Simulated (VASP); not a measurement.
# Ir (Fm-3m) in VASP: further runs, part 2 of 2

VASP 6.6.1.

### 4 Single point, PBEsol

This run uses another cell than the first one, of 13.98 Å³/atom.

The input, INCAR:

```
ALGO     = Normal         # electronic algorithm
EDIFF    = 1E-6           # SCF threshold, eV
ENCUT    = 560            # plane-wave cutoff, eV
GGA      = PS             # functional
GGA_COMPAT= False        
ISIF     = 2              # what is computed and relaxed
ISMEAR   = -1             # smearing method
LASPH    = True           # aspherical terms in the spheres
LCHARG   = False          # write CHGCAR
LREAL    = False          # projectors in reciprocal space
LWAVE    = False          # write WAVECAR
NBANDS   = 14             # bands
NELM     = 120            # most SCF steps
PREC     = Accurate       # precision mode
SIGMA    = 0.05           # smearing width, eV
```

The input, KPOINTS:

```
k-points
0
Gamma
  24 24 24
```

The input, POSCAR:

```
Ir
1.0
    0.0000000000      1.9120268352      1.9120268352
    1.9120268352      0.0000000000      1.9120268352
    1.9120268352      1.9120268352      0.0000000000
Ir
1
Direct
    0.0000000000      0.0000000000      0.0000000000
```

Potentials or basis: VASP PAW PBE potentials, release 64 (Ir_sv_GW).

Run with:

```
cat potpaw_PBE.64/Ir_sv_GW/POTCAR > POTCAR
mpirun -np 1 vasp_std > vasp.out
```

OUTCAR:

```text
EDIFF = 1E-6
   ENCUT = 560
   GGA = PS
   ISIF = 2
   ISMEAR = -1
   LASPH = True
   LREAL = False
   NELM = 120
   PREC = Accurate

 ion  position               nearest neighbor table
   1  0.000  0.000  0.000-

  LATTYP: Found a face centered cubic cell.
 ALAT       =     3.8240536704

  Lattice vectors:

 A1 = (   0.0000000000,   1.9120268352,   1.9120268352)
 A2 = (   1.9120268352,   0.0000000000,   1.9120268352)
 A3 = (   1.9120268352,   1.9120268352,   0.0000000000)

Analysis of symmetry for initial positions (statically):
=====================================================================
 Subroutine PRICEL returns:
 Original cell was already a primitive cell.

 Routine SETGRP: Setting up the symmetry group for a
 face centered cubic supercell.

 Subroutine GETGRP returns: Found 48 space group operations
 (whereof 48 operations were pure point group operations)
 out of a pool of 48 trial point group operations.

The static configuration has the point symmetry O_h .

Analysis of symmetry for dynamics (positions and initial velocities):
=====================================================================
 Subroutine PRICEL returns:
 Original cell was already a primitive cell.

 Routine SETGRP: Setting up the symmetry group for a
 face centered cubic supercell.

 Subroutine GETGRP returns: Found 48 space group operations
 (whereof 48 operations were pure point group operations)
 out of a pool of 48 trial point group operations.

The dynamic configuration has the point symmetry O_h .

 Subroutine INISYM returns: Found 48 space group operations
 (whereof 48 operations are pure point group operations),
 and found     1 'primitive' translations

----------------------------------------------------------------------------------------

                                     Primitive cell

  volume of cell :      13.9802

  direct lattice vectors                    reciprocal lattice vectors
[... 111 lines left out ...]
   LHFCALC =     F    Hartree Fock is set to
   AEXX    =    0.0000 exact exchange contribution
   IVDW    =     0    specifies the selected vdW correction
   LEPSILON=     F    determine dielectric tensor
   LRPA    =     F    only Hartree local field effects (RPA)
 non-spin polarized calculation
  energy-cutoff  :      560.00
  volume of cell :       13.98
 maximum number of plane-waves:       444
 NGX is ok and might be reduce to    24
   NGX = 11   NGY = 11   NGZ = 11

 number of electron      17.0000000 magnetization

 Free energy of the ion-electron system (eV)
  ---------------------------------------------------
  ext. energy  EPLUGINS =         0.00000000
  ---------------------------------------------------
  free energy    TOTEN  =       -10.40183608 eV

  energy without entropy =      -10.39435199  energy(sigma->0) =      -10.39809404

 E-fermi :  12.9715     XC(G=0): -14.7823

 val. band max:       12.9700232379   @ k =   0.4167   0.0833   0.0417
 cond. band min:      12.9767545955   @ k =   0.5000   0.4583   0.0417
 fundamental gap:      0.0067313577
 Fermi energy:        12.9714821965

 k-point     1 :       0.0000    0.0000    0.0000
  band No.  band energies     occupation
      1     -80.0899      2.00000
      2     -36.4605      2.00000
      3     -36.4605      2.00000
      4     -36.4605      2.00000
      5       1.6675      2.00000
      6       9.0023      2.00000
      7       9.0023      2.00000
      8       9.0023      2.00000
      9      11.7660      2.00000
     10      11.7660      2.00000
     11      26.5194      0.00000
     12      32.0903      0.00000
     13      32.0903      0.00000
     14      32.0903      0.00000
[... 377 lines left out ...]
      1     -80.0228      2.00000
      2     -37.2547      2.00000
      3     -36.5796      2.00000
      4     -36.5792      2.00000
      5       4.7838      2.00000
      6       8.8672      2.00000
      7       9.0073      2.00000
      8      11.3374      2.00000
      9      13.8489      0.00000
     10      13.9557      0.00000
     11      20.9612      0.00000
     12      26.5047      0.00000
     13      32.2291      0.00000
     14      32.5885      0.00000

 [... further k-points ...]

------------------------ aborting loop because EDIFF is reached ----------------------------------------

  FORCE on cell =-STRESS in cart. coord.  units (eV):
  Direction    XX          YY          ZZ          XY          YZ          ZX
  --------------------------------------------------------------------------------------
  -------------------------------------------------------------------------------------
  Total        0.0044526      0.0044526      0.0044526     -0.0000000      0.0000000      0.0000000
  in kB        0.5102845      0.5102845      0.5102845     -0.0000000      0.0000000      0.0000000
  external PRESSURE =       0.5102845 kB  Pullay stress =       0.0000000 kB

 VOLUME and BASIS-vectors are now :
 -----------------------------------------------------------------------------
  energy-cutoff  :      560.00
  volume of cell :       13.98
      direct lattice vectors                 reciprocal lattice vectors
     0.000000000  1.912026835  1.912026835    -0.261502606  0.261502606  0.261502606
     1.912026835  0.000000000  1.912026835     0.261502606 -0.261502606  0.261502606
     1.912026835  1.912026835  0.000000000     0.261502606  0.261502606 -0.261502606

 POSITION                                       TOTAL-FORCE (eV/Angst)
 -----------------------------------------------------------------------------------
      0.00000      0.00000      0.00000         0.000000      0.000000     -0.000000
 -----------------------------------------------------------------------------------
    total drift:                               -0.000000      0.000000      0.000000

  FREE ENERGIE OF THE ION-ELECTRON SYSTEM (eV)
  ---------------------------------------------------
  free  energy   TOTEN  =       -10.4018360817 eV

  energy  without entropy=      -10.3943519944  energy(sigma->0) =      -10.39809404
```

OSZICAR:

```text
N       E                     dE             d eps       ncg     rms          rms(c)
DAV:   1     0.117003772292E+03    0.11700E+03   -0.11908E+04 11898   0.134E+03
DAV:   2    -0.987685452994E+01   -0.12688E+03   -0.12178E+03 14684   0.406E+02
DAV:   3    -0.116292372609E+02   -0.17524E+01   -0.17481E+01 12584   0.450E+01
DAV:   4    -0.116319160561E+02   -0.26788E-02   -0.26787E-02 13880   0.216E+00
DAV:   5    -0.116319215120E+02   -0.54560E-05   -0.54573E-05 12686   0.924E-02    0.752E+01
DAV:   6    -0.105134434853E+02    0.11185E+01   -0.14745E+00 12128   0.130E+01    0.409E+01
DAV:   7    -0.104221352994E+02    0.91308E-01   -0.45717E-01 13232   0.672E+00    0.733E+00
DAV:   8    -0.104019889357E+02    0.20146E-01   -0.72770E-02 11660   0.335E+00    0.851E-01
DAV:   9    -0.104019768671E+02    0.12069E-04   -0.88125E-04 13082   0.355E-01    0.311E-01
DAV:  10    -0.104018373010E+02    0.13957E-03   -0.23681E-04 12530   0.225E-01    0.253E-01
DAV:  11    -0.104018359945E+02    0.13065E-05   -0.62572E-06 13232   0.325E-02    0.499E-02
DAV:  12    -0.104018360817E+02   -0.87269E-07   -0.20513E-07  6148   0.505E-03
   1 F= -.10401836E+02 E0= -.10398094E+02  d E =-.748409E-02
```

It took 71 s on 1 thread of AMD EPYC 7R13 (Zen 3), shared host; peak memory 0.2 GiB.

What came out:

- Free energy: -10.4018 eV
- Pressure: 0.1 GPa
- Band gap on the k mesh: zero (an odd number of electrons rules out a gap without spin polarisation)

Caveat: the PAW data sets were made with another functional, which shifts forces and pressure a little; spin-orbit coupling is left out, which moves the levels of the heavy elements.

### 5 The runs side by side

| cell | gap on the mesh (eV) | pressure (GPa) |
| --- | --- | --- |
| a = 2.693 Å, angles 60.0°, 1 atom | none | 5.1 |
| a = 2.687 Å, angles 60.0°, 1 atom | none | 8.0 |
| a = 2.704 Å, angles 60.0°, 1 atom | none | 0.1 |

Alike in all rows: task single point; level PBEsol; potentials or basis VASP PAW PBE potentials, release 64 (Ir_sv_GW); no spin polarisation; k mesh 24 × 24 × 24; cutoff (eV) 560; smearing fermi-dirac 0.05 eV.

Caveats: the PAW data sets were made with another functional, which shifts forces and pressure a little; spin-orbit coupling is left out, which moves the levels of the heavy elements; the cell stands under pressure (at least some runs).

Absolute energies hang on the potentials; compare differences alone.
